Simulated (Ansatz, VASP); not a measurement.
## Two plane-wave programs on KI

INCAR

```
SYSTEM = KI
PREC = Accurate
ENCUT = 520
EDIFF = 1E-7
ISMEAR = 0
SIGMA = 0.1
LREAL = .False.
LASPH = .True.
NELM = 80
ALGO = Normal
ISIF = 2
LWAVE = .False.
LCHARG = .False.
GGA = PE
NBANDS = 24
```

Contents of KPOINTS:

```
regular mesh
0
Gamma
  6 6 2
  0 0 0
```

The input POSCAR:

```
KI
1.0
    4.7117365700      0.0000000000      0.0000000000
   -2.3558682800      4.0804835600      0.0000000000
    0.0000000000      0.0000000000      7.7522852900
K I
2 2
Direct
    0.3333333300      0.6666666700      0.0000000000
    0.6666666700      0.3333333300      0.5000000000
    0.3333333300      0.6666666700      0.3731349300
    0.6666666700      0.3333333300      0.8731349300
```

Input for Ansatz:

```yaml
crystal:
  lattice:
    - [4.71173657, 0.0, 0.0]
    - [-2.35586828, 4.08048356, 0.0]
    - [0.0, 0.0, 7.75228529]
  atoms:
    - { symbol: K, position: [0.33333333, 0.66666667, 0.0] }
    - { symbol: K, position: [0.66666667, 0.33333333, 0.5] }
    - { symbol: I, position: [0.33333333, 0.66666667, 0.37313493] }
    - { symbol: I, position: [0.66666667, 0.33333333, 0.87313493] }
basis:
  ecutwfc: 420
kpoints:
  mp_grid: { grid: [6, 6, 2] }
hamiltonian:
  xc: pbe
scf:
  occupations: { method: gaussian, width: 0.1 }
  lower_state_search: "off"
output:
  forces: true
  stress: true
  eigenvalues: true
```

Alike in both runs: task single point; functional PBE; k mesh 6 × 6 × 2; occupations gaussian, width 0.1 eV; no spin polarisation.

|  | VASP | Ansatz |
| --- | --- | --- |
| version | VASP 6.6.1 | Ansatz 0.2.0 |
| potentials or method | VASP PAW PBE potentials, release 64 (K_sv, I), cutoff 520 eV | scalar-relativistic, plane waves, PAW |
| valence electrons in the cell | 32 | 52 |

|  | VASP | Ansatz | Ansatz less VASP |
| --- | --- | --- | --- |
| gap on the k mesh at the Fermi level (eV) | 4.68 | 4.68 | +0.007 |
| least direct gap on the mesh (eV) | 4.79 | 4.80 | +0.008 |
| pressure (GPa) | 13.3 | 13.1 | -0.16 |
| traceless stress, the component that is largest in VASP (GPa) | -0.11 | -0.11 | -0.001 |

VASP's potentials hold 32 valence electrons a cell and Ansatz's 52, so a difference there can come from the potentials and not from the codes.

Neither program's run includes spin-orbit coupling.
